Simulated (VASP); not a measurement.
# LiH (Fm-3m) in VASP: further runs

Aim: see how the results for LiH move with the level of theory and the settings. Levels: r2SCAN, PBEsol. Tasks: single point.

Everything below comes from runs of VASP 6.6.1. Logs are shortened: lines on timing, memory, paths and dates and some standing lists are left out, and cuts for length are marked.

## 1. The cell of the first run

It takes space group Fm-3m (No. 225, cubic). Conventional cell: a = 4.074 Å, b = 4.074 Å, c = 4.074 Å, α = 90.00°, β = 90.00°, γ = 90.00°. Li (site symmetry m-3m) has 6 H at 2.04 Å within 2.7 Å. H (site symmetry m-3m) has 6 Li at 2.04 Å within 2.7 Å.

## 2. Single point, r2SCAN

File POSCAR:

```
LiH
1.0
    0.0000000000      2.0367500000      2.0367500000
    2.0367500000      0.0000000000      2.0367500000
    2.0367500000      2.0367500000      0.0000000000
Li H
1 1
Direct
    0.0000000000      0.0000000000      0.0000000000
    0.5000000000      0.5000000000      0.5000000000
```

File INCAR.step1:

```
ALGO = Normal ; EDIFF = 1E-4
ENCUT = 520 ; GGA = PE
ISMEAR = -4 ; ISYM = 0
LASPH = T ; LCHARG = F
LREAL = F ; LWAVE = T
NBANDS = 9 ; NELM = 60
PREC = Accurate ; SIGMA = 0.05
```

File INCAR.step2:

```
ALGO = Normal ; EDIFF = 1E-6
ENCUT = 520 ; ISIF = 2
ISMEAR = -4 ; ISTART = 1
ISYM = 0 ; LASPH = T
LCHARG = F ; LMIXTAU = T
LREAL = F ; LWAVE = F
METAGGA = R2SCAN ; NBANDS = 9
NELM = 60 ; PREC = Accurate
SIGMA = 0.05
```

File KPOINTS:

```
k-points
0
Gamma
  11 11 11
```

Potentials or basis: VASP PAW PBE potentials, release 64 (Li_sv, H).

Launch:

```console
> cat potpaw_PBE.64/Li_sv/POTCAR potpaw_PBE.64/H/POTCAR > POTCAR
> cp INCAR.step1 INCAR
> mpirun -np 1 vasp_std > vasp.out
> cp INCAR.step2 INCAR
> mpirun -np 1 vasp_std > vasp.out
```

OUTCAR:

```text
EDIFF = 1E-6
   ENCUT = 520
   ISIF = 2
   ISMEAR = -4
   ISTART = 1
   ISYM = 0
   LASPH = T
   LREAL = F
   METAGGA = R2SCAN
   NELM = 60
   PREC = Accurate

 ion  position               nearest neighbor table
   1  0.000  0.000  0.000-
   2  0.500  0.500  0.500-

IMPORTANT INFORMATION: All symmetrisations will be switched off!
NOSYMM: (Re-)initialisation of all symmetry stuff for point group C_1.

----------------------------------------------------------------------------------------

                                     Primitive cell

  volume of cell :      16.8983

  direct lattice vectors                    reciprocal lattice vectors
     0.000000000  2.036750000  2.036750000    -0.245489137  0.245489137  0.245489137
     2.036750000  0.000000000  2.036750000     0.245489137 -0.245489137  0.245489137
     2.036750000  2.036750000  0.000000000     0.245489137  0.245489137 -0.245489137

  length of vectors
     2.880399473  2.880399473  2.880399473     0.425199658  0.425199658  0.425199658

  position of ions in fractional coordinates (direct lattice)
     0.000000000  0.000000000  0.000000000
     0.500000000  0.500000000  0.500000000

  ion indices of the primitive-cell ions
   primitive index   ion index
                 1           1
                 2           2

----------------------------------------------------------------------------------------

 KPOINTS: k-points

Automatic generation of k-mesh.
 Grid dimensions read from file:
 generate k-points for:   11   11   11

 Generating k-lattice:

  Cartesian coordinates                     Fractional coordinates (reciprocal lattice)
    -0.022317194  0.022317194  0.022317194     0.090909091  0.000000000  0.000000000
     0.022317194 -0.022317194  0.022317194     0.000000000  0.090909091  0.000000000
     0.022317194  0.022317194 -0.022317194     0.000000000  0.000000000  0.090909091

  Length of vectors
     0.038654514  0.038654514  0.038654514

  Shift w.r.t. Gamma in fractional coordinates (k-lattice)
     0.000000000  0.000000000  0.000000000

 TETIRR: Found   3990 inequivalent tetrahedra from     7986

 Subroutine IBZKPT returns following result:
 ===========================================

 Found    666 irreducible k-points:

 Following reciprocal coordinates:
            Coordinates               Weight
[... 46 lines left out ...]
   NSW    =      0    number of steps for IOM
   IBRION =     -1    ionic relax: 0-MD 1-quasi-New 2-CG
   NFREE  =      0    steps in history (QN), initial steepest desc. (CG)
   ISIF   =      2    stress and relaxation
   ISYM   =      0    0-nonsym 1-usesym 2-fastsym
   POTIM  = 0.5000    time-step for ionic-motion
   TEBEG  =    0.0;   TEEND  =   0.0 temperature during run
   PSTRESS=    0.0 pullay stress
   NELECT =       4.0000    total number of electrons
   NUPDOWN=      -1.0000    fix difference up-down
   EMIN   =  10.00;   EMAX   =-10.00  energy-range for DOS
   EFERMI =   0.00;   METHOD = LEGACY
   ISMEAR =    -4;   SIGMA  =   0.05  broadening in eV -4-tet -1-fermi 0-gaus
   EFERMI_NEDOS =   21; number of points for ismear=-14 and -15
   IALGO  =     38    algorithm
   IMIX   =      4    mixing-type and parameters
     AMIX     =   0.40;   BMIX     =  1.00
     AMIX_MAG =   1.60;   BMIX_MAG =  1.00
  volume/ion in A,a.u.               =       8.45        57.02
  Fermi-wavevector in a.u.,A,eV,Ry     =   1.012699  1.913724 13.953585  1.025560
  Thomas-Fermi vector in A             =   2.145824
   LORBIT       =      0    0 simple, 1 ext, 2 COOP (PROOUT), +10 PAW based schemes
   METAGGA = R2SCAN    functional components
   LHFCALC =     F    Hartree Fock is set to
   AEXX    =    0.0000 exact exchange contribution
   IVDW    =     0    specifies the selected vdW correction
   LEPSILON=     F    determine dielectric tensor
   LRPA    =     F    only Hartree local field effects (RPA)
 non-spin polarized calculation
 Fermi weights with tetrahedron method witout Bloechl corrections
  energy-cutoff  :      520.00
  volume of cell :       16.90
 maximum number of plane-waves:       470
 NGX is ok and might be reduce to    24
   NGX = 11   NGY = 11   NGZ = 11

 number of electron       3.9999999 magnetization

 Free energy of the ion-electron system (eV)
  ---------------------------------------------------
  ext. energy  EPLUGINS =         0.00000000
  ---------------------------------------------------
  free energy    TOTEN  =        -6.81296157 eV

  energy without entropy =       -6.81296157  energy(sigma->0) =       -6.81296157

 E-fermi :  -0.2240     XC(G=0):  -8.6590

 val. band max:       -0.4459891625   @ k =  -0.4545   0.0909  -0.4545
 cond. band min:       3.3570387893   @ k =  -0.4545   0.0909  -0.4545
 fundamental gap:      3.8030279518
 Fermi energy:        -0.2240009266

 k-point     1 :       0.0000    0.0000    0.0000
  band No.  band energies     occupation
      1     -46.1819      2.00000
      2      -5.6704      2.00000
      3      16.5705      0.00000
      4      18.4635      0.00000
      5      18.4635      0.00000
      6      18.4645      0.00000
      7      22.8242      0.00000
      8      22.8242      0.00000
      9      22.8244      0.00000
[... 265 lines left out ...]
 k-point    24 :       0.0909    0.0000    0.0909
  band No.  band energies     occupation
      1     -46.1780      2.00000
      2      -5.4734      2.00000
      3      15.3628      0.00000
      4      16.9122      0.00000
      5      16.9127      0.00000
      6      19.3875      0.00000
      7      20.5220      0.00000
      8      24.9466      0.00000
      9      24.9469      0.00000

 [... further k-points ...]

------------------------ aborting loop because EDIFF is reached ----------------------------------------

  FORCE on cell =-STRESS in cart. coord.  units (eV):
  Direction    XX          YY          ZZ          XY          YZ          ZX
  --------------------------------------------------------------------------------------
  -------------------------------------------------------------------------------------
  Total       -0.2171244     -0.2171244     -0.2171244     -0.0010421     -0.0010422     -0.0010421
  in kB      -20.5861915    -20.5861898    -20.5861902     -0.0988048     -0.0988108     -0.0988012
  external PRESSURE =     -20.5861905 kB  Pullay stress =       0.0000000 kB

 VOLUME and BASIS-vectors are now :
 -----------------------------------------------------------------------------
  energy-cutoff  :      520.00
  volume of cell :       16.90
      direct lattice vectors                 reciprocal lattice vectors
     0.000000000  2.036750000  2.036750000    -0.245489137  0.245489137  0.245489137
     2.036750000  0.000000000  2.036750000     0.245489137 -0.245489137  0.245489137
     2.036750000  2.036750000  0.000000000     0.245489137  0.245489137 -0.245489137

 POSITION                                       TOTAL-FORCE (eV/Angst)
 -----------------------------------------------------------------------------------
      0.00000      0.00000      0.00000        -0.000000      0.000000     -0.000000
      2.03675      2.03675      2.03675         0.000000     -0.000000      0.000000
 -----------------------------------------------------------------------------------
    total drift:                               -0.000000      0.000000     -0.000000

  FREE ENERGIE OF THE ION-ELECTRON SYSTEM (eV)
  ---------------------------------------------------
  free  energy   TOTEN  =        -6.8129615737 eV

  energy  without entropy=       -6.8129615737  energy(sigma->0) =       -6.81296157
```

OUTCAR.step1:

```text
EDIFF = 1E-4
   ENCUT = 520
   GGA = PE
   ISMEAR = -4
   ISYM = 0
   LASPH = T
[... 473 lines left out ...]
 -----------------------------------------------------------------------------------
      0.00000      0.00000      0.00000         0.000002      0.000003      0.000001
      2.03675      2.03675      2.03675        -0.000002     -0.000003     -0.000001
 -----------------------------------------------------------------------------------
    total drift:                                0.000003      0.000004     -0.000004

  FREE ENERGIE OF THE ION-ELECTRON SYSTEM (eV)
  ---------------------------------------------------
  free  energy   TOTEN  =        -6.1227552741 eV

  energy  without entropy=       -6.1227552741  energy(sigma->0) =       -6.12275527
```

OSZICAR.step1:

```text
N       E                     dE             d eps       ncg     rms          rms(c)
DAV:   1    -0.160326437451E+01   -0.16033E+01   -0.14413E+03 12252   0.404E+02
DAV:   2    -0.629832828112E+01   -0.46951E+01   -0.46691E+01 16942   0.555E+01
DAV:   3    -0.636251366498E+01   -0.64185E-01   -0.64159E-01 14720   0.543E+00
DAV:   4    -0.636282208614E+01   -0.30842E-03   -0.30839E-03 16566   0.329E-01
DAV:   5    -0.636282327200E+01   -0.11859E-05   -0.11859E-05 14495   0.148E-02    0.285E+00
DAV:   6    -0.618053737224E+01    0.18229E+00   -0.15242E-01 13244   0.119E+00    0.142E+00
DAV:   7    -0.612088112385E+01    0.59656E-01   -0.19239E-01 13769   0.152E+00    0.220E-01
DAV:   8    -0.612279373709E+01   -0.19126E-02   -0.47704E-03 13980   0.444E-01    0.438E-02
DAV:   9    -0.612275527412E+01    0.38463E-04   -0.16531E-04 15213   0.477E-02
   1 F= -.61227553E+01 E0= -.61227553E+01  d E =0.000000E+00
```

Wall time 4.8 min (1 thread of AMD EPYC 9R14 (Zen 4), shared host); peak memory 0.18 GiB.

What came out:

```
Free energy            : -6.8130 eV
Band gap on the k mesh : 3.80 eV, direct
```

Levels at points of the mesh, in eV from the valence-band top:
```tsv
k point	band 1	band 2	band 3	band 4	band 5	band 6
(0.00, 0.00, 0.00)	-45.74	-5.22	17.02	18.91	18.91	18.91
```

Caveat: the cutoff is under 1.25 times the usual one of these potentials, so pressure, stress and relaxed cells hold a basis-set (Pulay) error; the PAW data sets were made with another functional, which shifts forces and pressure a little. A k mesh can miss the band edges.

## 3. Single point, PBEsol

File INCAR:

```
  ALGO = Normal
  EDIFF = 1E-7
  ENCUT = 520
  GGA = PS
  ISIF = 2
  ISMEAR = -1
  LASPH = True
  LCHARG = False
  LREAL = False
  LWAVE = False
  NBANDS = 9
  NELM = 80
  PREC = Accurate
  SIGMA = 0.05
```

KPOINTS is that of step 2.

POSCAR is that of step 2.

Potentials or basis: VASP PAW PBE potentials, release 64 (Li_sv, H).

Launch:

```console
> cat potpaw_PBE.64/Li_sv/POTCAR potpaw_PBE.64/H/POTCAR > POTCAR
> mpirun -np 1 vasp_std > vasp.out
```

Wall time 9.8 s (1 thread of AMD EPYC 7R13 (Zen 3), shared host); peak memory 0.1 GiB.

It converged, with:

```
Free energy            : -6.1126 eV
Band gap on the k mesh : 2.97 eV, direct
```

Levels at points of the mesh, in eV from the valence-band top:
| k point | band 1 | band 2 | band 3 | band 4 | band 5 | band 6 |
| --- | --- | --- | --- | --- | --- | --- |
| (0.00, 0.00, 0.00) | -43.71 | -5.32 | 15.52 | 17.30 | 17.30 | 17.30 |

Caveat: the cutoff is under 1.25 times the usual one of these potentials, so pressure, stress and relaxed cells hold a basis-set (Pulay) error; the PAW data sets were made with another functional, which shifts forces and pressure a little.

(Continued in part 2 of 2.)
